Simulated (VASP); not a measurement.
# Ga17O24 (a cell with a defect) in VASP: single point with PBEsol

Aim: the single point of Ga17O24 (a cell with a defect) with PBEsol.

Everything below comes from runs of VASP 6.6.1. Logs are shortened: lines on timing, memory, paths and dates and some standing lists are left out, and cuts for length are marked.

## (1) The cell of the first run

The cell holds a defect, 41 atoms: a = 7.541 Å, b = 7.654 Å, c = 8.421 Å, α = 72.48°, β = 75.38°, γ = 67.31°.

## (2) Single point, PBEsol (with an interstitial atom, then relaxed in part)

INCAR reads:

```
  PREC = Accurate
  ENCUT = 520
  EDIFF = 1E-6
  ISMEAR = 0
  SIGMA = 0.01
  LREAL = Auto
  LASPH = True
  NELM = 100
  ALGO = Normal
  ISIF = 2
  LWAVE = False
  LCHARG = True
  GGA = PS
  LVHAR = True
  NBANDS = 208
  NELECT = 362.0
  KPAR = 2
  NCORE = 2
```

KPOINTS reads:

```
Automatic mesh
0
Gamma
  2 2 2
  0.5 0.5 0.5
```

POSCAR reads:

```
Ga17O24
1.0
    4.7582679735     -1.5236550128      5.6478147353
    6.1387111818      4.5709650384      0.0036337028
   -1.3804432083      6.0946200512      5.6441810325
Ga O
17 24
Direct
    0.8503892846      0.8197473057      0.8388186599
    0.0817875440      0.7267831707      0.4733926002
    0.5839158408      0.0839299702      0.0923888022
    0.3503802395      0.3387241082      0.3349071624
    0.9099227569      0.4073325921      0.4169040887
    0.1522617757      0.1647139444      0.1710415363
    0.6568259542      0.6618373952      0.6660008188
    0.4103397510      0.9152934818      0.9143678233
    0.0277085804      0.7842915899      0.1536499195
    0.3069591143      0.5381015158      0.9284108507
    0.7604845752      0.0484694911      0.4183188829
    0.5541920563      0.2829070673      0.6721719511
    0.7197204524      0.4620022765      0.0847185291
    0.9233515744      0.1742835809      0.8486112152
    0.4949434131      0.7163068526      0.3237784505
    0.2341095776      0.9768481686      0.5840287184
    0.1363410816      0.3881102029      0.7453065716
    1.0097802217     -0.0194654064      0.7425109802
    0.2929012657      0.7568412652      0.5031223238
    0.7455996377      0.2398623041      1.0244899840
    0.5045744606      0.5082502659      0.2495325342
    0.7595506834      0.2378018297      0.5062538043
    0.0066080285      0.9613851467      0.2814529607
    0.5166438818      0.4851195465      0.7637921969
    0.2532010158      0.7528538437      0.0055418455
    0.0966749995      0.5670143920      0.3396972195
    0.3366202610      0.3153228340      0.1014557606
    0.8392659757      0.8180473813      0.5974468982
    0.5915286867      0.0664322011      0.8525446894
    0.6702047782      0.6762449497      0.9019320120
    0.9140421345      0.4054844518      0.6726586680
    0.4018620640      0.9376396998      0.1503595003
    0.1622645678      0.1903927146      0.4070056648
    0.4447761660      0.9047816760      0.6849367397
    0.7019153471      0.6469159560      0.4333302757
    0.1593856435      0.1596595034      0.9227886743
    0.9329343289      0.3916286239      0.1860731173
    0.3376580739      0.3414915447      0.5740405928
    0.5532100925      0.0894671866      0.3284519247
    0.0868811184      0.5907711200      0.8356393873
    0.8110210894      0.8464933038      0.0687209032
```

Potentials or basis: VASP PAW PBE potentials, release 64 (Ga_d, O).

Launch:

```console
$ cat potpaw_PBE.64/Ga_d/POTCAR potpaw_PBE.64/O/POTCAR > POTCAR
$ mpirun -np 4 vasp_std > vasp.out
```

OUTCAR:

```text
PREC = Accurate
   ENCUT = 520
   EDIFF = 1E-6
   ISMEAR = 0
   LREAL = Auto
   LASPH = True
   NELM = 100
   ISIF = 2
   GGA = PS
   NELECT = 362.0

 ion  position               nearest neighbor table
   1  0.850  0.820  0.839-  18 1.91  30 1.94  41 1.94  40 1.96  28 2.06  29 2.14
   2  0.082  0.727  0.473-  19 1.78  28 1.85  26 1.85  23 2.02   9 2.70  11 2.72  17 2.87
   3  0.584  0.084  0.092-  20 1.90  39 1.95  32 1.97  41 1.98  27 2.02  29 2.05
   4  0.350  0.339  0.335-  21 1.93  39 1.94  38 2.00  33 2.02  26 2.03  27 2.06
   5  0.910  0.407  0.417-  22 1.91  35 1.91  37 1.94  33 1.99  26 2.07  31 2.16
   6  0.152  0.165  0.171-  37 1.89  27 2.01  32 2.02  33 2.08  36 2.09  23 2.10
   7  0.657  0.662  0.666-  24 1.90  35 1.93  34 1.95  28 2.03  30 2.05  31 2.16
   8  0.410  0.915  0.914-  34 1.91  25 1.91  29 1.99  32 2.03  36 2.09  30 2.11
   9  0.028  0.784  0.154-  41 1.79  25 1.82  23 1.91  26 1.91   2 2.70
  10  0.307  0.538  0.928-  25 1.81  24 1.82  27 1.86  40 1.86
  11  0.760  0.048  0.418-  39 1.79  22 1.81  23 1.91  28 1.94   2 2.72
  12  0.554  0.283  0.672-  22 1.80  24 1.83  38 1.86  29 1.86  17 2.88
  13  0.720  0.462  0.085-  37 1.83  20 1.84  21 1.84  30 1.87
  14  0.923  0.174  0.849-  20 1.78  18 1.78  31 1.93  36 1.98  17 2.55
  15  0.495  0.716  0.324-  35 1.83  21 1.85  19 1.86  32 1.90
  16  0.234  0.977  0.584-  34 1.81  33 1.86  19 1.86  18 1.87
  17  0.136  0.388  0.745-  40 1.80  38 1.82  31 1.87  36 1.91  14 2.55   2 2.87  12 2.88
  18  0.010  0.981  0.743-  14 1.78  16 1.87   1 1.91
  19  0.293  0.757  0.503-   2 1.78  15 1.86  16 1.86
  20  0.746  0.240  0.024-  14 1.78  13 1.84   3 1.90
  21  0.505  0.508  0.250-  13 1.84  15 1.85   4 1.93
  22  0.760  0.238  0.506-  12 1.80  11 1.81   5 1.91
  23  0.007  0.961  0.281-  11 1.91   9 1.91   2 2.02   6 2.10
  24  0.517  0.485  0.764-  10 1.82  12 1.83   7 1.90
  25  0.253  0.753  0.006-  10 1.81   9 1.82   8 1.91
  26  0.097  0.567  0.340-   2 1.85   9 1.91   4 2.03   5 2.07
  27  0.337  0.315  0.101-  10 1.86   6 2.01   3 2.02   4 2.06
  28  0.839  0.818  0.597-   2 1.85  11 1.94   7 2.03   1 2.06
  29  0.592  0.066  0.853-  12 1.86   8 1.99   3 2.05   1 2.14
  30  0.670  0.676  0.902-  13 1.87   1 1.94   7 2.05   8 2.11
  31  0.914  0.405  0.673-  17 1.87  14 1.93   5 2.16   7 2.16
  32  0.402  0.938  0.150-  15 1.90   3 1.97   6 2.02   8 2.03
  33  0.162  0.190  0.407-  16 1.86   5 1.99   4 2.02   6 2.08
  34  0.445  0.905  0.685-  16 1.81   8 1.91   7 1.95
  35  0.702  0.647  0.433-  15 1.83   5 1.91   7 1.93
  36  0.159  0.160  0.923-  17 1.91  14 1.98   6 2.09   8 2.09
  37  0.933  0.392  0.186-  13 1.83   6 1.89   5 1.94
  38  0.338  0.341  0.574-  17 1.82  12 1.86   4 2.00
  39  0.553  0.089  0.328-  11 1.79   4 1.94   3 1.95
  40  0.087  0.591  0.836-  17 1.80  10 1.86   1 1.96
  41  0.811  0.846  0.069-   9 1.79   1 1.94   3 1.98

  LATTYP: Found a triclinic cell.
 ALAT       =    21.2816540452
 B/A-ratio  =     1.1209312430
 C/A-ratio  =     0.9014778898
 COS(alpha) =     0.0001139019
 COS(beta)  =     0.5397399870
 COS(gamma) =     0.8407754423

  Lattice vectors:

 A1 = (  18.4161335454, -10.6655850896,   0.0109011084)
 A2 = (  23.1744015189,  -0.0000000000,   5.6587158437)
 A3 = (   1.3804432083, -18.2838601536,  -5.6441810325)

Analysis of symmetry for initial positions (statically):
=====================================================================
 Subroutine PRICEL returns:
 Original cell was already a primitive cell.

 Routine SETGRP: Setting up the symmetry group for a
 triclinic supercell.

 Subroutine GETGRP returns: Found  1 space group operations
 (whereof  1 operations were pure point group operations)
 out of a pool of  2 trial point group operations.

The static configuration has the point symmetry C_1 .

Analysis of symmetry for dynamics (positions and initial velocities):
=====================================================================
 Subroutine PRICEL returns:
 Original cell was already a primitive cell.

 Routine SETGRP: Setting up the symmetry group for a
 triclinic supercell.

 Subroutine GETGRP returns: Found  1 space group operations
 (whereof  1 operations were pure point group operations)
 out of a pool of  2 trial point group operations.

The dynamic configuration has the point symmetry C_1 .

 Subroutine INISYM returns: Found  1 space group operations
 (whereof  1 operations are pure point group operations),
 and found     1 'primitive' translations

----------------------------------------------------------------------------------------

                                     Primitive cell

  volume of cell :     422.3939

[... 51 lines left out ...]
  ion indices of the primitive-cell ions
   primitive index   ion index
                 1           1
                 2           2
                 3           3
                 4           4
                 5           5
                 6           6
[... 33 lines left out ...]
                40          40
                41          41

----------------------------------------------------------------------------------------

 KPOINTS: Automatic mesh

Automatic generation of k-mesh.
 Grid dimensions read from file:
 generate k-points for:    2    2    2

 Generating k-lattice:

  Cartesian coordinates                     Fractional coordinates (reciprocal lattice)
     0.030513234 -0.041019784  0.051756275     0.500000000  0.000000000 -0.000000000
     0.050925297  0.041019784 -0.031838192    -0.000000000  0.500000000  0.000000000
    -0.030565664  0.041019784  0.036817713     0.000000000  0.000000000  0.500000000

  Length of vectors
     0.072748830  0.072730180  0.063027189

  Shift w.r.t. Gamma in fractional coordinates (k-lattice)
     0.500000000  0.500000000  0.500000000

 Subroutine IBZKPT returns following result:
 ===========================================

 Found      4 irreducible k-points:

 Following reciprocal coordinates:
            Coordinates               Weight
  0.250000  0.250000  0.250000      2.000000
 -0.250000  0.250000  0.250000      2.000000
  0.250000 -0.250000  0.250000      2.000000
 -0.250000 -0.250000  0.250000      2.000000
   k-points           NKPTS =      4   k-points in BZ     NKDIM =      4   number of bands    NBANDS=    208
   number of dos      NEDOS =    301   number of ions     NIONS =     41
   total plane-waves  NPLWV = 215040
   dimension x,y,z NGX =    56 NGY =   60 NGZ =   64
   dimension x,y,z NGXF=   112 NGYF=  120 NGZF=  128
   ions per type =              17  24
   NGX,Y,Z   is equivalent  to a cutoff of  12.35, 13.03, 12.64 a.u.
   NGXF,Y,Z  is equivalent  to a cutoff of  24.69, 26.07, 25.27 a.u.
 SYSTEM =  unknown system
   PREC   = accura    normal or accurate (medium, high low for compatibility)
   ISTART =      0    job   : 0-new  1-cont  2-samecut
   ICHARG =      2    charge: 1-file 2-atom 10-const
   ISPIN  =      1    spin polarized calculation?
   LNONCOLLINEAR =      F non collinear calculations
   LSORBIT =      F    spin-orbit coupling
   LASPH  =      T    aspherical Exc in radial PAW
   ENCUT  =  520.0 eV  38.22 Ry    6.18 a.u.  14.02 14.23 15.66*2*pi/ulx,y,z
   NELM   =    100;   NELMIN=  2; NELMDL= -5     # of ELM steps
   EDIFF  = 0.1E-05   stopping-criterion for ELM
   LREAL  =      T    real-space projection
   EDIFFG = 0.1E-04   stopping-criterion for IOM
   NSW    =      0    number of steps for IOM
   IBRION =     -1    ionic relax: 0-MD 1-quasi-New 2-CG
   NFREE  =      0    steps in history (QN), initial steepest desc. (CG)
   ISIF   =      2    stress and relaxation
   ISYM   =      2    0-nonsym 1-usesym 2-fastsym
   POTIM  = 0.5000    time-step for ionic-motion
   TEBEG  =    0.0;   TEEND  =   0.0 temperature during run
   PSTRESS=    0.0 pullay stress
   NELECT =     362.0000    total number of electrons
   NUPDOWN=      -1.0000    fix difference up-down
   EMIN   =  10.00;   EMAX   =-10.00  energy-range for DOS
   EFERMI =   0.00;   METHOD = LEGACY
   ISMEAR =     0;   SIGMA  =   0.01  broadening in eV -4-tet -1-fermi 0-gaus
   EFERMI_NEDOS =   21; number of points for ismear=-14 and -15
   IALGO  =     38    algorithm
   IMIX   =      4    mixing-type and parameters
     AMIX     =   0.40;   BMIX     =  1.00
     AMIX_MAG =   1.60;   BMIX_MAG =  1.00
  volume/ion in A,a.u.               =      10.30        69.52
  Fermi-wavevector in a.u.,A,eV,Ry     =   1.555029  2.938579 32.900452  2.418115
  Thomas-Fermi vector in A             =   2.659029
   LORBIT       =      0    0 simple, 1 ext, 2 COOP (PROOUT), +10 PAW based schemes
   GGA     = PS    functional components
   LHFCALC =     F    Hartree Fock is set to
   AEXX    =    0.0000 exact exchange contribution
   IVDW    =     0    specifies the selected vdW correction
   LEPSILON=     F    determine dielectric tensor
   LRPA    =     F    only Hartree local field effects (RPA)
 non-spin polarized calculation
 Gauss-broadening in eV      SIGMA  =   0.01
  energy-cutoff  :      520.00
  volume of cell :      422.39
 maximum number of plane-waves:     11380
   NGX = 29   NGY = 29   NGZ = 31

 number of electron     361.9999992 magnetization

 Free energy of the ion-electron system (eV)
  ---------------------------------------------------
  ext. energy  EPLUGINS =         0.00000000
  ---------------------------------------------------
  free energy    TOTEN  =      -275.58483618 eV

  energy without entropy =     -275.58483618  energy(sigma->0) =     -275.58483618

 E-fermi :   4.0832     XC(G=0): -11.9830

 val. band max:        3.9897145237   @ k =   0.2500   0.2500   0.2500
 cond. band min:       6.8768340290   @ k =   0.2500   0.2500   0.2500
 fundamental gap:      2.8871195052
 Fermi energy:         4.0832452940

 k-point     1 :       0.2500    0.2500    0.2500
  band No.  band energies     occupation
      1     -14.9674      2.00000
      2     -14.4573      2.00000
      3     -14.3094      2.00000
      4     -14.2223      2.00000
      5     -14.1701      2.00000
      6     -14.0696      2.00000
[... 773 lines left out ...]
    192      10.5963      0.00000
    193      10.8028      0.00000
 [bands above 193 left out]

------------------------ aborting loop because EDIFF is reached ----------------------------------------

  FORCE on cell =-STRESS in cart. coord.  units (eV):
  Direction    XX          YY          ZZ          XY          YZ          ZX
  --------------------------------------------------------------------------------------
  -------------------------------------------------------------------------------------
  Total      -15.0821395    -17.3296718    -16.1252995      0.4871691      0.1095478      6.4235917
  in kB      -57.2078857    -65.7329741    -61.1646839      1.8478754      0.4155244     24.3652499
  external PRESSURE =     -61.3685146 kB  Pullay stress =       0.0000000 kB

 VOLUME and BASIS-vectors are now :
 -----------------------------------------------------------------------------
  energy-cutoff  :      520.00
  volume of cell :      422.39
      direct lattice vectors                 reciprocal lattice vectors
     4.758267973 -1.523655013  5.647814735     0.061026469 -0.082039569  0.103512551
     6.138711182  4.570965038  0.003633703     0.101850594  0.082039569 -0.063676384
    -1.380443208  6.094620051  5.644181032    -0.061131328  0.082039569  0.073635426

 POSITION                                       TOTAL-FORCE (eV/Angst)
 -----------------------------------------------------------------------------------
      7.92063      7.56362      9.54026         0.011423     -0.008622      0.016921
      4.19719      6.08263      3.13648        -0.009678      0.001767      0.054964
      3.16611      0.05703      3.81961         0.010293      0.002522      0.022792
      3.28421      3.05557      3.87039         0.019174      0.004848      0.012442
      6.25464      3.01637      7.49364        -0.013105     -0.000489     -0.015355
      1.49952      1.56334      1.82593        -0.018996      0.004219     -0.012702
[... 33 lines left out ...]
      2.88642      7.66092      5.20934        -0.007969     -0.008171     -0.003695
      8.96057      3.05240      4.97145        -0.005252      0.004332      0.025621
 -----------------------------------------------------------------------------------
    total drift:                               -0.012713     -0.029731      0.016549

  FREE ENERGIE OF THE ION-ELECTRON SYSTEM (eV)
  ---------------------------------------------------
  free  energy   TOTEN  =      -275.5848361769 eV

  energy  without entropy=     -275.5848361769  energy(sigma->0) =     -275.58483618
```

Run time: 5.6 min. Hardware: 4 MPI ranks of Oxide Virtual Turin-like, shared host; peak memory 0.38 GiB.

What came out:

```
Free energy   : -275.5848 eV
Largest force : 0.056 eV/Å
```

Forces on the atoms (eV/Å):
```
Ga   0.011 -0.009  0.017
Ga  -0.010  0.002  0.055
Ga   0.010  0.003  0.023
Ga   0.019  0.005  0.012
Ga  -0.013  0.000 -0.015
Ga  -0.019  0.004 -0.013
Ga  -0.011 -0.001 -0.020
Ga  -0.024 -0.005 -0.013
Ga   0.003 -0.027 -0.028
Ga   0.016  0.002  0.010
Ga   0.008  0.029 -0.023
Ga   0.020 -0.011  0.013
Ga  -0.009  0.001  0.010
Ga  -0.044  0.001 -0.007
Ga  -0.003  0.003  0.009
Ga   0.000 -0.007  0.012
Ga   0.025  0.002  0.001
O    0.016  0.011 -0.004
O   -0.004  0.000 -0.020
O    0.021 -0.012 -0.010
O    0.009  0.001  0.002
O   -0.014  0.001 -0.005
O    0.026  0.005 -0.012
O   -0.013  0.003 -0.002
O   -0.006  0.000  0.001
O    0.001  0.008  0.006
O    0.024 -0.003 -0.025
O   -0.001 -0.006  0.004
O    0.018  0.004 -0.012
O   -0.020 -0.004  0.017
O    0.016  0.000 -0.016
O   -0.023 -0.001  0.003
O   -0.024  0.003  0.024
O    0.005  0.006 -0.019
O    0.013 -0.003 -0.015
O    0.000  0.006  0.017
O    0.008 -0.010 -0.026
O   -0.008  0.011 -0.001
O   -0.012 -0.007  0.028
O   -0.008 -0.008 -0.004
O   -0.005  0.004  0.026
```

Levels at points of the mesh, in eV from the Fermi level:
```tsv
k point	band 179	band 180	band 181	band 182	band 183	band 184
(0.25, 0.25, 0.25)	-0.34	-0.14	-0.09	2.79	4.75	5.26
```

Caveat: the cell carries a net charge on a neutralising background, which shifts energy and pressure; the cell differs from its parent crystal (with an interstitial atom, then relaxed in part); the cell is charged against a uniform background, so pressure and absolute levels hang on convention; the PAW data sets were made with another functional, which shifts forces and pressure a little.
